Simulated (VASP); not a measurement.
A run of VASP 6.6.1 is set up as follows.

The input INCAR:

```
ALGO     = Normal         # electronic algorithm
EDIFF    = 1E-6           # SCF threshold, eV
ENCUT    = 520            # plane-wave cutoff, eV
GGA      = PS             # functional
ISIF     = 2              # what is computed and relaxed
ISMEAR   = 0              # smearing method
IVDW     = 12             # dispersion correction
LASPH    = True           # aspherical terms in the spheres
LCHARG   = True           # write CHGCAR
LELF     = True           # ELF
LREAL    = False          # projectors in reciprocal space
LVHAR    = True         
LWAVE    = False          # write WAVECAR
NBANDS   = 12             # bands
NELM     = 100            # most SCF steps
PREC     = Accurate       # precision mode
SIGMA    = 0.1            # smearing width, eV
```

KPOINTS

```
k-points
0
Gamma
  13 13 13
```

The input POSCAR:

```
Ti
1.0
    0.0000000000      1.9922851550      1.9922851550
    1.9922851550      0.0000000000      1.9922851550
    1.9922851550      1.9922851550      0.0000000000
Ti
1
Direct
    0.0000000000      0.0000000000      0.0000000000
```

Potentials or basis: VASP PAW PBE potentials, release 64 (Ti_sv).

Launch:

```console
$ cat potpaw_PBE.64/Ti_sv/POTCAR > POTCAR
$ mpirun -np 1 vasp_std > vasp.out
```

Problem. Predict the dispersion energy per atom.

Solution. -0.659 eV.

Problem. Estimate the pressure.

Solution. -0.4 GPa.

Caveat: the PAW data sets were made with another functional, which shifts forces and pressure a little; pairwise dispersion overbinds metals, which lowers pressure and volume.
